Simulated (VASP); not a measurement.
# Si2Br3 (P-3m1) in VASP: a series of runs, part 2 of 2

VASP 6.6.1. Earlier steps stand in the parts before.

## Step 3: Single point, PBE+D3(BJ)

This run uses another cell than the first one, of 28.42 Å³/atom.

File INCAR:

```
SYSTEM = Si2Br3
PREC     = Accurate       ! precision mode
ENCUT    = 520            ! plane-wave cutoff, eV
EDIFF    = 1E-7           ! SCF threshold, eV
ISMEAR   = 0              ! smearing method
SIGMA    = 0.1            ! smearing width, eV
LREAL    = .FALSE.        ! projectors in reciprocal space
LASPH    = .TRUE.         ! aspherical terms in the spheres
NELM     = 80             ! most SCF steps
ALGO     = Normal         ! electronic algorithm
ISIF     = 2              ! what is computed and relaxed
LWAVE    = .FALSE.        ! write WAVECAR
LCHARG   = .FALSE.        ! write CHGCAR
GGA      = PE             ! functional
IVDW     = 12             ! dispersion correction
NBANDS   = 22             ! bands
```

File KPOINTS:

```
regular mesh
0
G
  12 12 4
  0 0 0
```

File POSCAR:

```
Si2Br3
1.0
    4.2912779193      0.0000000000      0.0000000000
   -2.1456389596      3.7163556928      0.0000000000
    0.0000000000      0.0000000000      8.9112875450
Si Br
2 3
Direct
    0.3333333333      0.6666666667      0.8109983676
    0.6666666667      0.3333333333      0.1890016324
    0.6666666667      0.3333333333      0.6682677632
    0.0000000000      0.0000000000      0.0000000000
    0.3333333333      0.6666666667      0.3317322368
```

Potentials or basis: VASP PAW PBE potentials, release 64 (Si, Br).

Launch:

```sh
$ cat potpaw_PBE.64/Si/POTCAR potpaw_PBE.64/Br/POTCAR > POTCAR
$ mpirun -np 1 vasp_std > vasp.out
```

OUTCAR:

```text
SYSTEM = Si2Br3
   PREC = Accurate
   ENCUT = 520
   EDIFF = 1E-7
   ISMEAR = 0
   LREAL = .FALSE.
   LASPH = .TRUE.
   NELM = 80
   ISIF = 2
   GGA = PE
   IVDW = 12
 IVDW          = 12

 ion  position               nearest neighbor table
   1  0.333  0.667  0.811-   3 2.78   3 2.78   3 2.78
   2  0.667  0.333  0.189-   5 2.78   5 2.78   5 2.78
   3  0.667  0.333  0.668-   1 2.78   1 2.78   1 2.78
   4  0.000  0.000  0.000-
   5  0.333  0.667  0.332-   2 2.78   2 2.78   2 2.78

  LATTYP: Found a hexagonal cell.
 ALAT       =     4.2912779193
 C/A-ratio  =     2.0766046182

  Lattice vectors:

 A1 = (   4.2912779193,   0.0000000000,   0.0000000000)
 A2 = (  -2.1456389596,   3.7163556928,   0.0000000000)
 A3 = (   0.0000000000,   0.0000000000,   8.9112875450)

Analysis of symmetry for initial positions (statically):
=====================================================================
 Subroutine PRICEL returns:
 Original cell was already a primitive cell.

 Routine SETGRP: Setting up the symmetry group for a
 hexagonal supercell.

[... 173 lines left out ...]

 val. band max:        3.7830166836   @ k =   0.1667   0.1667   0.0000
 cond. band min:       3.7893219482   @ k =   0.3333   0.0000   0.0000
 fundamental gap:      0.0063052646
 Fermi energy:         3.7880945665

 k-point     1 :       0.0000    0.0000    0.0000
  band No.  band energies     occupation
      1     -13.1858      2.00000
      2     -12.6504      2.00000
      3     -12.5777      2.00000
      4      -4.4520      2.00000
      5      -3.6192      2.00000
      6      -0.6059      2.00000
[... 589 lines left out ...]
     21       8.1484      0.00000
     22       8.9574      0.00000

 [... further k-points ...]

------------------------ aborting loop because EDIFF is reached ----------------------------------------

 Edisp (eV)   -1.34902

 E8    (eV) :    -0.5442

  FORCE on cell =-STRESS in cart. coord.  units (eV):
  Direction    XX          YY          ZZ          XY          YZ          ZX
  --------------------------------------------------------------------------------------
  -------------------------------------------------------------------------------------
  Total      -0.00144    -0.00144    -0.00244    -0.00000     0.00000     0.00000
  in kB      -0.01624    -0.01624    -0.02756    -0.00000     0.00000     0.00000
  external pressure =       -0.02 kB  Pullay stress =        0.00 kB

 VOLUME and BASIS-vectors are now :
 -----------------------------------------------------------------------------
  energy-cutoff  :      520.00
  volume of cell :      142.12
      direct lattice vectors                 reciprocal lattice vectors
     4.291277919  0.000000000  0.000000000     0.233030817  0.134540405  0.000000000
    -2.145638960  3.716355693  0.000000000     0.000000000  0.269080810  0.000000000
     0.000000000  0.000000000  8.911287545     0.000000000  0.000000000  0.112217230

 POSITION                                       TOTAL-FORCE (eV/Angst)
 -----------------------------------------------------------------------------------
     -0.00000      2.47757      7.22704         0.000000      0.000000     -0.000148
      2.14564      1.23879      1.68425        -0.000000     -0.000000      0.000148
      2.14564      1.23879      5.95513         0.000000     -0.000000     -0.001169
      0.00000      0.00000      0.00000        -0.000000      0.000000      0.000000
     -0.00000      2.47757      2.95616        -0.000000      0.000000      0.001169
 -----------------------------------------------------------------------------------
    total drift:                                0.000000      0.000000      0.000000

  FREE ENERGIE OF THE ION-ELECTRON SYSTEM (eV)
  ---------------------------------------------------
  free  energy   TOTEN  =       -16.4555100486 eV

  energy  without entropy=      -16.4391321186  energy(sigma->0) =      -16.44732108
```

stdout:

```text
POSCAR found type information on POSCAR SiBr
 POSCAR found :  2 types and       5 ions
 scaLAPACK will be used
 LDA part: xc-table for (Slater+PW92), standard interpolation
 POSCAR, INCAR and KPOINTS ok, starting setup
 FFT: planning ... GRIDC
 FFT: planning ... GRID_SOFT
 FFT: planning ... GRID
 WAVECAR not read
 entering main loop
```

Run time: 2.5 min. Hardware: 1 thread of Intel Xeon Platinum 8259CL at 2.50GHz (Skylake/Cascade Lake), shared host; peak memory 0.36 GiB.

What came out:

| Item | Value |
| --- | --- |
| Free energy | -16.4555 eV |
| Pressure | 0.0 GPa |
| Band gap on the k mesh | zero (an odd number of electrons rules out a gap without spin polarisation) |
| Dispersion energy per atom | -0.270 eV |

Levels at points of the mesh, in eV from the Fermi level:
```csv
k point,band 13,band 14,band 15,band 16,band 17,band 18
"(0.00, 0.00, 0.00)",-3.46,-2.55,-0.96,0.17,0.17,0.65
"(0.50, 0.00, 0.00)",-3.93,-2.15,0.03,1.24,1.36,1.75
"(0.00, 0.00, 0.50)",-3.15,-2.62,-1.06,0.12,0.12,0.75
"(0.50, 0.00, 0.50)",-3.39,-2.43,-0.28,1.05,1.53,1.79
```

Caveat: an odd number of electrons without spin polarisation forces a metal; a magnetic or distorted state may lie lower.

## Step 4: Relaxation of cell and atoms, PBE+D3(BJ)

This run uses another cell than the first one, of 28.54 Å³/atom.

File INCAR:

```
  ALGO = Normal
  EDIFF = 1E-7
  EDIFFG = -0.01
  ENCUT = 600
  GGA = PE
  IBRION = 2
  ISIF = 3
  ISMEAR = 0
  IVDW = 12
  LASPH = True
  LCHARG = False
  LREAL = False
  LWAVE = False
  NELM = 60
  NSW = 100
  PREC = Accurate
  SIGMA = 0.1
```

File KPOINTS:

```
k-points
0
Gamma
  12 12 4
```

File POSCAR:

```
Si2Br3
1.0
    4.2567211212      0.0000000000      0.0000000000
   -2.1283605606      3.6864286278      0.0000000000
    0.0000000000      0.0000000000      9.0938470546
Si Br
2 3
Direct
    0.3333333333      0.6666666667      0.8092097705
    0.6666666667      0.3333333333      0.1907902295
    0.6666666667      0.3333333333      0.6685110548
    0.0000000000      0.0000000000      0.0000000000
    0.3333333333      0.6666666667      0.3314889452
```

Potentials or basis: VASP PAW PBE potentials, release 64 (Si, Br).

Launch:

```sh
$ cat potpaw_PBE.64/Si/POTCAR potpaw_PBE.64/Br/POTCAR > POTCAR
$ mpirun -np 1 vasp_std > vasp.out
```

OUTCAR:

```text
EDIFF = 1E-7
   EDIFFG = -0.01
   ENCUT = 600
   GGA = PE
   IBRION = 2
   ISIF = 3
   ISMEAR = 0
   IVDW = 12
   LASPH = True
   LREAL = False
   NELM = 60
   NSW = 100
   PREC = Accurate
 IVDW          = 12

 ion  position               nearest neighbor table
   1  0.333  0.667  0.809-   3 2.77   3 2.77   3 2.77
   2  0.667  0.333  0.191-   5 2.77   5 2.77   5 2.77
   3  0.667  0.333  0.669-   1 2.77   1 2.77   1 2.77
   4  0.000  0.000  0.000-
   5  0.333  0.667  0.331-   2 2.77   2 2.77   2 2.77

  LATTYP: Found a hexagonal cell.
 ALAT       =     4.2567211212
 C/A-ratio  =     2.1363502085

  Lattice vectors:

 A1 = (   4.2567211212,   0.0000000000,   0.0000000000)
 A2 = (  -2.1283605606,   3.6864286278,   0.0000000000)
 A3 = (   0.0000000000,   0.0000000000,   9.0938470546)

Analysis of symmetry for initial positions (statically):
=====================================================================
 Subroutine PRICEL returns:
 Original cell was already a primitive cell.

 Routine SETGRP: Setting up the symmetry group for a
 hexagonal supercell.

 Subroutine GETGRP returns: Found 12 space group operations
 (whereof 12 operations were pure point group operations)
 out of a pool of 24 trial point group operations.

The static configuration has the point symmetry D_3d.

Analysis of symmetry for dynamics (positions and initial velocities):
=====================================================================
[... 165 lines left out ...]

  energy without entropy =      -15.09519069  energy(sigma->0) =      -15.10328876

------------------------ aborting loop because EDIFF is reached ----------------------------------------

 Edisp (eV)   -1.34082

 E8    (eV) :    -0.5408
[... 114 lines left out ...]
  FREE ENERGIE OF THE ION-ELECTRON SYSTEM (eV)
  ---------------------------------------------------
  free  energy   TOTEN  =       -16.4526856788 eV

  energy  without entropy=      -16.4364665674  energy(sigma->0) =      -16.44457612

[... ionic steps 4 to 8 ...]

--------------------------------------- Ionic step        9  -------------------------------------------

 number of electron      29.0000002 magnetization

------------------------ aborting loop because EDIFF is reached ----------------------------------------
[... 81 lines left out ...]
--------------------------------------- Ionic step       11  -------------------------------------------

 number of electron      29.0000002 magnetization

 Free energy of the ion-electron system (eV)
  ---------------------------------------------------
  ext. energy  EPLUGINS =         0.00000000
  ---------------------------------------------------
  free energy    TOTEN  =       -15.10559603 eV

  energy without entropy =      -15.08923743  energy(sigma->0) =      -15.09741673

 E-fermi :   3.7926     XC(G=0):  -8.4932

 val. band max:        3.7868751882   @ k =   0.2500   0.0833   0.2500
 cond. band min:       3.7952251057   @ k =   0.3333   0.0000   0.0000
 fundamental gap:      0.0083499175
 Fermi energy:         3.7925882618

 k-point     1 :       0.0000    0.0000    0.0000
  band No.  band energies     occupation
      1     -13.1825      2.00000
      2     -12.6416      2.00000
      3     -12.5729      2.00000
      4      -4.4470      2.00000
      5      -3.6140      2.00000
      6      -0.6042      2.00000
[... 481 lines left out ...]
      5      -3.9787      2.00000
      6      -1.4429      2.00000
[... 10 lines left out ...]
     17       4.2467      0.00000
     18       4.6818      0.00000

 [... further k-points ...]

------------------------ aborting loop because EDIFF is reached ----------------------------------------

 Edisp (eV)   -1.34991

 E8    (eV) :    -0.5446
[... 28 lines left out ...]
  FREE ENERGIE OF THE ION-ELECTRON SYSTEM (eV)
  ---------------------------------------------------
  free  energy   TOTEN  =       -16.4555060711 eV

  energy  without entropy=      -16.4391474668  energy(sigma->0) =      -16.44732677

 reached required accuracy - stopping structural energy minimisation
```

OSZICAR:

```text
N       E                     dE             d eps       ncg     rms          rms(c)
DAV:   1     0.164653017017E+03    0.16465E+03   -0.12477E+04  2484   0.147E+03
DAV:   2     0.755196549345E+00   -0.16390E+03   -0.16069E+03  3346   0.213E+02
[... 103 lines left out ...]
DAV:   1    -0.151058694152E+02   -0.49760E-03   -0.24180E-02  2484   0.871E-01    0.925E-02
DAV:   2    -0.151056724532E+02    0.19696E-03   -0.76574E-04  2928   0.166E-01    0.506E-02
DAV:   3    -0.151055978087E+02    0.74644E-04   -0.18190E-04  3216   0.745E-02    0.196E-02
DAV:   4    -0.151055954316E+02    0.23770E-05   -0.11715E-05  3256   0.204E-02    0.149E-02
DAV:   5    -0.151055957090E+02   -0.27737E-06   -0.36058E-06  3018   0.108E-02    0.339E-03
DAV:   6    -0.151055959649E+02   -0.25589E-06   -0.39306E-07  2502   0.399E-03    0.151E-03
DAV:   7    -0.151055960309E+02   -0.66000E-07   -0.67037E-08  1430   0.180E-03
  11 F= -.16455506E+02 E0= -.16447327E+02  d E =-.135909E-03
```

CONTCAR:

```text
Si2Br3
   1.00000000000000
     4.2919032720625516    0.0000000000000000   -0.0000000000000000
    -2.1459516360312758    3.7168972642071192   -0.0000000000000001
    -0.0000000000000000    0.0000000000000001    8.9026093894063667
  Si              Br
     2     3
Direct
     0.3333333332999970    0.6666666667000030    0.8110077629737490
     0.6666666667000030    0.3333333332999970    0.1889922370262511
     0.6666666667000030    0.3333333332999970    0.6680650293130233
     0.0000000000000000    0.0000000000000000    0.0000000000000000
     0.3333333332999970    0.6666666667000030    0.3319349706869769

  0.00000000E+00  0.00000000E+00  0.00000000E+00
  0.00000000E+00  0.00000000E+00  0.00000000E+00
  0.00000000E+00  0.00000000E+00  0.00000000E+00
  0.00000000E+00  0.00000000E+00  0.00000000E+00
  0.00000000E+00  0.00000000E+00  0.00000000E+00
```

Wall time 22 min (1 thread of Intel Xeon Platinum 8259CL at 2.50GHz (Skylake/Cascade Lake), shared host); peak memory 0.47 GiB.

What came out:

```
Free energy                           : -16.4555 eV
Relaxed volume                        : 28.40 Å³/atom
Relaxed cell                          : a = 4.292 Å, b = 4.292 Å, c = 8.903 Å, α = 90.00°, β = 90.00°, γ = 120.00°
Space group after relaxing (to 0.1 Å) : P-3m1 (No. 164)
Energy gained by relaxing             : 0.7 meV/atom
Ionic steps                           : 11
Pressure after relaxing               : 0.0 GPa
Largest force after relaxing          : 0.004 eV/Å
Band gap on the k mesh                : zero (an odd number of electrons rules out a gap without spin polarisation)
Dispersion energy per atom            : -0.270 eV
```

Forces on the atoms (eV/Å):
```
Si   0.000  0.000 -0.004
Si   0.000  0.000  0.004
Br   0.000  0.000  0.003
Br   0.000  0.000  0.000
Br   0.000  0.000 -0.003
```

The path:
```tsv
step	energy change (eV)	largest force (eV/Å)	pressure (GPa)	volume (Å³)
1	0.0000	0.0453	0.15	142.70
2	-0.0004	0.0373	-0.31	143.25
3	-0.0005	0.0401	-0.16	143.07
4	-0.0012	0.0302	-0.13	142.92
5	-0.0026	0.0119	-0.05	142.47
6	-0.0022	0.0551	0.13	141.53
7	-0.0029	0.0217	0.02	142.09
8	-0.0031	0.0220	-0.05	142.16
9	-0.0032	0.0246	-0.13	142.22
10	-0.0032	0.0185	-0.09	142.17
11	-0.0033	0.0035	0.00	142.02
```

Final structure:
```
CELL_PARAMETERS angstrom
4.29190 0.00000 0.00000
-2.14595 3.71690 0.00000
0.00000 0.00000 8.90261
ATOMIC_POSITIONS crystal
Si 0.33333 0.66667 0.81101
Si 0.66667 0.33333 0.18899
Br 0.66667 0.33333 0.66807
Br 0.00000 0.00000 0.00000
Br 0.33333 0.66667 0.33193
```

Caveat: an odd number of electrons without spin polarisation forces a metal; a magnetic or distorted state may lie lower.

## Step 5: Overview

| task | cell | k mesh | cutoff (eV) | gap on the mesh (eV) | pressure (GPa) |
| --- | --- | --- | --- | --- | --- |
| single point | a = 3.643, b = 3.643, c = 9.501 Å, angles 90.0, 90.0, 120.0°, 5 atoms, atomic positions A | 6 × 6 × 2 | 520 | none | 15.5 |
| single point | a = 4.291, b = 4.291, c = 8.911 Å, angles 90.0, 90.0, 120.0°, 5 atoms, atomic positions B | 12 × 12 × 4 | 520 | none | 0.0 |
| relaxation of cell and atoms | relaxed from a = 4.257, b = 4.257, c = 9.094 Å, angles 90.0, 90.0, 120.0°, 5 atoms, atomic positions C | 12 × 12 × 4 | 600 | none | 0.0 |

Alike in all rows: level PBE+D3(BJ); potentials or basis VASP PAW PBE potentials, release 64 (Si, Br); no spin polarisation; smearing gaussian 0.1 eV.

Caveats: an odd number of electrons without spin polarisation forces a metal; a magnetic or distorted state may lie lower; the cell stands under pressure (at least some runs).

Total energies depend on the potentials used, so only differences within one code and one set of settings carry meaning.
